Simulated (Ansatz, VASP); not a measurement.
# One calculation of TaN, two programs

File INCAR:

```
PREC = Accurate ; ENCUT = 520
EDIFF = 1E-7 ; ISMEAR = -1
SIGMA = 0.01 ; LREAL = F
LASPH = T ; NELM = 150
ALGO = Normal ; ISIF = 2
LWAVE = F ; LCHARG = T
LMAXMIX = 4 ; LDAU = T
LDAUTYPE = 2 ; LDAUL = 2 -1
LDAUU = 8 0 ; LDAUJ = 0 0
LDAUPRINT = 1 ; GGA = PS
IVDW = 12 ; LELF = T
LVHAR = T ; NBANDS = 15
```

The input KPOINTS:

```
regular mesh
0
Gamma
  10 10 10
```

Contents of POSCAR:

```
TaN
1.0
    0.0000000000      2.1964814589      2.1964814589
    2.1964814589      0.0000000000      2.1964814589
    2.1964814589      2.1964814589      0.0000000000
Ta N
1 1
Direct
    0.5000000000      0.5000000000      0.5000000000
    0.0000000000      0.0000000000      0.0000000000
```

Contents of input.yaml:

```yaml
crystal:
  lattice:
    - [0.0, 2.1964814589, 2.1964814589]
    - [2.1964814589, 0.0, 2.1964814589]
    - [2.1964814589, 2.1964814589, 0.0]
  atoms:
    - { symbol: Ta, position: [0.5, 0.5, 0.5] }
    - { symbol: "N", position: [0.0, 0.0, 0.0] }
kpoints:
  mp_grid: { grid: [10, 10, 10] }
scf:
  occupations: { method: fermi_dirac, width: 0.01 }
hamiltonian:
  xc: pbesol
  dispersion: d3bj
  pseudopotentials: { kind: all_electron, lapw: { basis_error: 0.001 } }
  hubbard:
    sites: [{ species: Ta, l: d, u_eff: 8 }]
    double_counting: fll
    projectors: ortho-atomic
output:
  forces: true
  stress: true
  eigenvalues: true
  hubbard: {}
```

Change from the starting cell: volume scaled by 0.98.

Alike in both runs: task single point; functional PBEsol; dispersion D3(BJ); k mesh 10 × 10 × 10; occupations fermi-dirac, width 0.01 eV; no spin polarisation; Hubbard terms Ta d U = 8.0 eV.

```csv
,VASP,Ansatz
version,VASP 6.6.1,Ansatz 0.2.0
potentials or method,"VASP PAW PBE potentials, release 64 (Ta_pv, N), cutoff 520 eV","all-electron LAPW, scalar-relativistic"
```

```tsv
	VASP	Ansatz	Ansatz less VASP
gap on the k mesh at the Fermi level (eV)	none	none	-
pressure (GPa)	15.7	-3.0	-18.64
```

VASP's potentials were made for PBE, not for PBEsol. The programs project onto different local orbitals, so the same U acts differently, and such runs can settle in different states. A gap of «none» marks a metal or a gap that the smearing closes. Ansatz ran all-electron here, and VASP with PAW potentials.

Neither program's run includes spin-orbit coupling. Noted on Ansatz's run: U is the effective U less J, on atomic orbitals that reach past the spheres.
